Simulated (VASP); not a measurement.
# PbS (Fm-3m) in VASP: single point with PBE+D3(BJ)

Aim: the single point of PbS with PBE+D3(BJ).

Everything below comes from runs of VASP 6.6.1. Logs are shortened: lines on timing, memory, paths and dates and some standing lists are left out, and cuts for length are marked.

**1. The cell of the first run**

Symmetry: Fm-3m, No. 225, cubic system. The conventional cell has a = 5.930 Å, b = 5.930 Å, c = 5.930 Å, α = 90.00°, β = 90.00°, γ = 90.00°. Within 3.9 Å of Pb (site symmetry m-3m) lie 6 S at 2.96 Å. S (site symmetry m-3m) has 6 Pb at 2.96 Å within 3.9 Å.

**2. Single point, PBE+D3(BJ)**

Input file INCAR:

```
SYSTEM = PbS
PREC = Accurate ; ENCUT = 520
EDIFF = 1E-7 ; ISMEAR = 0
SIGMA = 0.03 ; LREAL = .FALSE.
LASPH = .TRUE. ; NELM = 60
ALGO = Normal ; ISIF = 2
LWAVE = .FALSE. ; LCHARG = .TRUE.
GGA = PE ; IVDW = 12
LELF = .TRUE. ; LVHAR = .TRUE.
NBANDS = 17
```

Input file KPOINTS:

```
regular mesh
0
G
  10 10 10
  0 0 0
```

Input file POSCAR:

```
PbS
1.0
    0.0000000000      2.9650000000      2.9650000000
    2.9650000000      0.0000000000      2.9650000000
    2.9650000000      2.9650000000      0.0000000000
Pb S
1 1
Direct
    0.0000000000      0.0000000000      0.0000000000
    0.5000000000      0.5000000000      0.5000000000
```

Potentials or basis: VASP PAW PBE potentials, release 64 (Pb_d, S).

On the command line:

```
$ cat potpaw_PBE.64/Pb_d/POTCAR potpaw_PBE.64/S/POTCAR > POTCAR
$ mpirun -np 1 vasp_std > vasp.out
```

OUTCAR:

```text
SYSTEM = PbS
   PREC = Accurate
   ENCUT = 520
   EDIFF = 1E-7
   ISMEAR = 0
   LREAL = .FALSE.
   LASPH = .TRUE.
   NELM = 60
   ISIF = 2
   GGA = PE
   IVDW = 12
 IVDW          = 12

 ion  position               nearest neighbor table
   1  0.000  0.000  0.000-   2 2.96   2 2.96   2 2.96   2 2.96   2 2.96   2 2.96
   2  0.500  0.500  0.500-   1 2.96   1 2.96   1 2.96   1 2.96   1 2.96   1 2.96

  LATTYP: Found a face centered cubic cell.
 ALAT       =     5.9300000000

  Lattice vectors:

 A1 = (   0.0000000000,   2.9650000000,   2.9650000000)
 A2 = (   2.9650000000,   0.0000000000,   2.9650000000)
 A3 = (   2.9650000000,   2.9650000000,   0.0000000000)

Analysis of symmetry for initial positions (statically):
=====================================================================
 Subroutine PRICEL returns:
 Original cell was already a primitive cell.

 Routine SETGRP: Setting up the symmetry group for a
 face centered cubic supercell.

 Subroutine GETGRP returns: Found 48 space group operations
 (whereof 48 operations were pure point group operations)
 out of a pool of 48 trial point group operations.

The static configuration has the point symmetry O_h .

Analysis of symmetry for dynamics (positions and initial velocities):
=====================================================================
 Subroutine PRICEL returns:
 Original cell was already a primitive cell.

 Routine SETGRP: Setting up the symmetry group for a
 face centered cubic supercell.

 Subroutine GETGRP returns: Found 48 space group operations
 (whereof 48 operations were pure point group operations)
 out of a pool of 48 trial point group operations.

The dynamic configuration has the point symmetry O_h .

 Subroutine INISYM returns: Found 48 space group operations
 (whereof 48 operations are pure point group operations),
 and found     1 'primitive' translations

----------------------------------------------------------------------------------------

                                     Primitive cell

  volume of cell :      52.1320

  direct lattice vectors                    reciprocal lattice vectors
     0.000000000  2.965000000  2.965000000    -0.168634064  0.168634064  0.168634064
     2.965000000  0.000000000  2.965000000     0.168634064 -0.168634064  0.168634064
     2.965000000  2.965000000  0.000000000     0.168634064  0.168634064 -0.168634064

  length of vectors
     4.193143212  4.193143212  4.193143212     0.292082767  0.292082767  0.292082767

  position of ions in fractional coordinates (direct lattice)
     0.000000000  0.000000000  0.000000000
     0.500000000  0.500000000  0.500000000

  ion indices of the primitive-cell ions
   primitive index   ion index
                 1           1
                 2           2

----------------------------------------------------------------------------------------

 KPOINTS: regular mesh

Automatic generation of k-mesh.
 Grid dimensions read from file:
 generate k-points for:   10   10   10

 Generating k-lattice:

  Cartesian coordinates                     Fractional coordinates (reciprocal lattice)
    -0.016863406  0.016863406  0.016863406     0.100000000  0.000000000  0.000000000
     0.016863406 -0.016863406  0.016863406     0.000000000  0.100000000  0.000000000
     0.016863406  0.016863406 -0.016863406     0.000000000  0.000000000  0.100000000

  Length of vectors
     0.029208277  0.029208277  0.029208277

  Shift w.r.t. Gamma in fractional coordinates (k-lattice)
     0.000000000  0.000000000  0.000000000

 Subroutine IBZKPT returns following result:
 ===========================================

 Found     47 irreducible k-points:

 Following reciprocal coordinates:
            Coordinates               Weight
  0.000000  0.000000  0.000000      1.000000
  0.100000  0.000000  0.000000      8.000000
  0.200000  0.000000  0.000000      8.000000
  0.300000  0.000000  0.000000      8.000000
  0.400000  0.000000  0.000000      8.000000
  0.500000  0.000000  0.000000      4.000000
[... 16 lines left out ...]
  0.300000  0.300000  0.000000      6.000000
  0.400000  0.300000  0.000000     24.000000
 [... further k-points ...]
   k-points           NKPTS =     47   k-points in BZ     NKDIM =     47   number of bands    NBANDS=     17
   number of dos      NEDOS =    301   number of ions     NIONS =      2
   total plane-waves  NPLWV =  32768
   dimension x,y,z NGX =    32 NGY =   32 NGZ =   32
   dimension x,y,z NGXF=    64 NGYF=   64 NGZF=   64
   ions per type =               1   1
   NGX,Y,Z   is equivalent  to a cutoff of  12.69, 12.69, 12.69 a.u.
   NGXF,Y,Z  is equivalent  to a cutoff of  25.37, 25.37, 25.37 a.u.
 SYSTEM =  PbS
   PREC   = accura    normal or accurate (medium, high low for compatibility)
   ISTART =      0    job   : 0-new  1-cont  2-samecut
   ICHARG =      2    charge: 1-file 2-atom 10-const
   ISPIN  =      1    spin polarized calculation?
   LNONCOLLINEAR =      F non collinear calculations
   LSORBIT =      F    spin-orbit coupling
   LASPH  =      T    aspherical Exc in radial PAW
   ENCUT  =  520.0 eV  38.22 Ry    6.18 a.u.   7.80  7.80  7.80*2*pi/ulx,y,z
   NELM   =     60;   NELMIN=  2; NELMDL= -5     # of ELM steps
   EDIFF  = 0.1E-06   stopping-criterion for ELM
   LREAL  =      F    real-space projection
   EDIFFG = 0.1E-05   stopping-criterion for IOM
   NSW    =      0    number of steps for IOM
   IBRION =     -1    ionic relax: 0-MD 1-quasi-New 2-CG
   NFREE  =      0    steps in history (QN), initial steepest desc. (CG)
   ISIF   =      2    stress and relaxation
   ISYM   =      2    0-nonsym 1-usesym 2-fastsym
   POTIM  = 0.5000    time-step for ionic-motion
   TEBEG  =    0.0;   TEEND  =   0.0 temperature during run
   PSTRESS=    0.0 pullay stress
   NELECT =      20.0000    total number of electrons
   NUPDOWN=      -1.0000    fix difference up-down
   EMIN   =  10.00;   EMAX   =-10.00  energy-range for DOS
   EFERMI =   0.00;   METHOD = LEGACY
   ISMEAR =     0;   SIGMA  =   0.03  broadening in eV -4-tet -1-fermi 0-gaus
   EFERMI_NEDOS =   21; number of points for ismear=-14 and -15
   IALGO  =     38    algorithm
   IMIX   =      4    mixing-type and parameters
     AMIX     =   0.40;   BMIX     =  1.00
     AMIX_MAG =   1.60;   BMIX_MAG =  1.00
  volume/ion in A,a.u.               =      26.07       175.90
  Fermi-wavevector in a.u.,A,eV,Ry     =   1.189552  2.247928 19.252709  1.415034
  Thomas-Fermi vector in A             =   2.325657
   LORBIT       =      0    0 simple, 1 ext, 2 COOP (PROOUT), +10 PAW based schemes
   GGA     = PE    functional components
   LHFCALC =     F    Hartree Fock is set to
   AEXX    =    0.0000 exact exchange contribution
   IVDW    =    12    specifies the selected vdW correction
   LEPSILON=     F    determine dielectric tensor
   LRPA    =     F    only Hartree local field effects (RPA)
 non-spin polarized calculation
 Gauss-broadening in eV      SIGMA  =   0.03
  energy-cutoff  :      520.00
  volume of cell :       52.13
 maximum number of plane-waves:      1422
   NGX = 15   NGY = 15   NGZ = 15

 number of electron      19.9999998 magnetization

 Free energy of the ion-electron system (eV)
  ---------------------------------------------------
  ext. energy  EPLUGINS =         0.00000000
  ---------------------------------------------------
  free energy    TOTEN  =        -8.75500209 eV

  energy without entropy =       -8.75500209  energy(sigma->0) =       -8.75500209

 E-fermi :   6.0555     XC(G=0):  -9.6857

 val. band max:        5.8342467406   @ k =   0.5000   0.0000   0.0000
 cond. band min:       6.1953778398   @ k =   0.5000   0.0000   0.0000
 fundamental gap:      0.3611310992
 Fermi energy:         6.0555089328

 k-point     1 :       0.0000    0.0000    0.0000
  band No.  band energies     occupation
      1     -10.9932      2.00000
      2     -10.9932      2.00000
      3     -10.9932      2.00000
      4     -10.9767      2.00000
      5     -10.9767      2.00000
      6      -7.7713      2.00000
[... 9 lines left out ...]
     16      12.5612      0.00000
     17      14.4890      0.00000

 k-point     2 :       0.1000    0.0000    0.0000
  band No.  band energies     occupation
      1     -10.9927      2.00000
      2     -10.9908      2.00000
      3     -10.9908      2.00000
      4     -10.9777      2.00000
      5     -10.9777      2.00000
      6      -7.6855      2.00000
[... 9 lines left out ...]
     16      12.8141      0.00000
     17      15.3284      0.00000

 k-point     3 :       0.2000    0.0000    0.0000
  band No.  band energies     occupation
      1     -10.9925      2.00000
      2     -10.9925      2.00000
      3     -10.9916      2.00000
      4     -10.9722      2.00000
      5     -10.9722      2.00000
      6      -7.4394      2.00000
[... 9 lines left out ...]
     16      13.3908      0.00000
     17      16.9145      0.00000

 k-point     4 :       0.3000    0.0000    0.0000
  band No.  band energies     occupation
      1     -11.0007      2.00000
      2     -11.0007      2.00000
      3     -10.9907      2.00000
      4     -10.9594      2.00000
      5     -10.9594      2.00000
      6      -7.0760      2.00000
[... 9 lines left out ...]
     16      14.2384      0.00000
     17      18.2189      0.00000
[... 343 lines left out ...]
      1     -11.0074      2.00000
      2     -10.9944      2.00000
      3     -10.9866      2.00000
      4     -10.9707      2.00000
      5     -10.9586      2.00000
      6      -6.9437      2.00000
[... 9 lines left out ...]
     16      15.7235      0.00000
     17      16.0969      0.00000

 k-point    23 :       0.3000    0.3000    0.0000
  band No.  band energies     occupation
      1     -11.0619      2.00000
      2     -11.0099      2.00000
      3     -10.9598      2.00000
      4     -10.9539      2.00000
      5     -10.9539      2.00000
      6      -6.8115      2.00000
[... 9 lines left out ...]
     16      16.4266      0.00000
     17      16.7143      0.00000

 k-point    24 :       0.4000    0.3000    0.0000
  band No.  band energies     occupation
      1     -11.0825      2.00000
      2     -11.0099      2.00000
      3     -10.9627      2.00000
      4     -10.9475      2.00000
      5     -10.9426      2.00000
      6      -6.5189      2.00000
[... 9 lines left out ...]
     16      16.8697      0.00000
     17      17.4593      0.00000

 [... further k-points ...]

------------------------ aborting loop because EDIFF is reached ----------------------------------------

 Edisp (eV)   -0.69492

 E8    (eV) :    -0.3129

  FORCE on cell =-STRESS in cart. coord.  units (eV):
  Direction    XX          YY          ZZ          XY          YZ          ZX
  --------------------------------------------------------------------------------------
  -------------------------------------------------------------------------------------
  Total       0.01808     0.01808     0.01808    -0.00000     0.00000     0.00000
  in kB       0.55576     0.55576     0.55576    -0.00000     0.00000     0.00000
  external pressure =        0.56 kB  Pullay stress =        0.00 kB

 VOLUME and BASIS-vectors are now :
 -----------------------------------------------------------------------------
  energy-cutoff  :      520.00
  volume of cell :       52.13
      direct lattice vectors                 reciprocal lattice vectors
     0.000000000  2.965000000  2.965000000    -0.168634064  0.168634064  0.168634064
     2.965000000  0.000000000  2.965000000     0.168634064 -0.168634064  0.168634064
     2.965000000  2.965000000  0.000000000     0.168634064  0.168634064 -0.168634064

 POSITION                                       TOTAL-FORCE (eV/Angst)
 -----------------------------------------------------------------------------------
      0.00000      0.00000      0.00000         0.000000     -0.000000     -0.000000
      2.96500      2.96500      2.96500        -0.000000      0.000000      0.000000
 -----------------------------------------------------------------------------------
    total drift:                                0.000000     -0.000000     -0.000000

  FREE ENERGIE OF THE ION-ELECTRON SYSTEM (eV)
  ---------------------------------------------------
  free  energy   TOTEN  =        -9.4499258639 eV

  energy  without entropy=       -9.4499258639  energy(sigma->0) =       -9.44992586
```

It took 14 s on 1 thread of Intel Xeon 6975P-C (Granite Rapids), shared host; peak memory 0.2 GiB.

Results:

```
Free energy                : -9.4499 eV
Pressure                   : 0.1 GPa
Band gap on the k mesh     : 0.36 eV, direct
Dispersion energy per atom : -0.347 eV
```

Caveat: spin-orbit coupling is left out, which moves the levels of the heavy elements.
